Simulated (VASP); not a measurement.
Runs of VASP 6.6.1 on Sc3Ta. The structure is that of space group P6/mmm (No. 191), or close to it. The cells are those of the table. The cell was generated, and may not be a known phase.

```csv
task,spin,cell,k mesh,cutoff (eV),gap on the mesh (eV),pressure (GPa)
single point,off,"a = 5.069, b = 5.069, c = 5.144 Å, angles 90.0, 90.0, 120.0°, 4 atoms",12 × 12 × 10,520,none,0.1
single point,collinear,"a = 5.063, b = 5.063, c = 5.148 Å, angles 90.0, 90.0, 120.0°, 4 atoms",6 × 6 × 4,520,none,0.2
relaxation of cell and atoms,off,"relaxed from a = 4.226, b = 4.226, c = 4.845 Å, angles 90.0, 90.0, 120.0°, 4 atoms",6 × 6 × 4,600,none,-0.2
single point,off,"a = 5.063, b = 5.063, c = 5.148 Å, angles 90.0, 90.0, 120.0°, 4 atoms",6 × 6 × 4,520,none,0.2
single point,off,"a = 4.226, b = 4.226, c = 4.845 Å, angles 90.0, 90.0, 120.0°, 4 atoms",6 × 6 × 4,520,none,(a)
```

Alike in all rows: level PBE; potentials or basis VASP PAW PBE potentials, release 64 (Sc_sv, Ta_pv); smearing gaussian 0.1 eV.

Question: Estimate the missing entries.

Answer: (a) 45.0.

Caveats: spin-orbit coupling is left out, which moves the levels of the heavy elements; the stress differs along the axes, from 26 to 55 GPa (at least some runs).

A k mesh can miss the band edges, and the runs leave out spin-orbit coupling on Ta.

A gap of «none» marks levels without a gap at the run's occupations.
